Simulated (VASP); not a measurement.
## Zr: single point with LDA

Zr:

```
Zr
1.0
     3.14397    0.00000    0.00000
    -1.57198    2.72275    0.00000
     0.00000    0.00000    5.08946
Zr
2
Direct
  0.33333 0.66667 0.25000
  0.66667 0.33333 0.75000
```

```json
{
  "Program": "VASP 6.6.1",
  "Task": "single point",
  "Functional": "LDA",
  "Potentials or basis": "VASP PAW LDA potentials, release 64 (Zr_sv)",
  "Cutoff": "520 eV",
  "k mesh": "2 × 2 × 1",
  "Occupations": "fermi-dirac, width 0.1 eV",
  "Spin": "no spin polarisation",
  "Dipole correction": "no",
  "Further INCAR settings": "ALGO = Normal; EDIFF = 1e-06; NBANDS = 19"
}
```

The pressure is -1.5 GPa. The band gap on the k mesh is zero (band 12 reaches 10.35 eV, above the bottom of band 13 at 10.13 eV).

Stress tensor (GPa, compression positive):
```
  8.87   0.00   0.00
  0.00   8.87   0.00
  0.00   0.00 -22.10
```

Levels at points of the mesh, in eV from the Fermi level:
```csv
k point,band 8,band 9,band 10,band 11,band 12,band 13,band 14,band 15
"(0.00, 0.00, 0.00)",-26.59,-6.30,-3.84,0.23,0.23,0.27,0.87,0.94
"(0.50, 0.00, 0.00)",-26.78,-3.43,-3.21,-2.91,-0.51,0.02,0.19,0.90
```

Wall time 6.3 s on 1 thread of AMD EPYC 7R13 Processor (Zen 3), on a shared host, peak memory 0.1 GiB.

Caveat: the k points lie up to 1.23 Å⁻¹ apart.
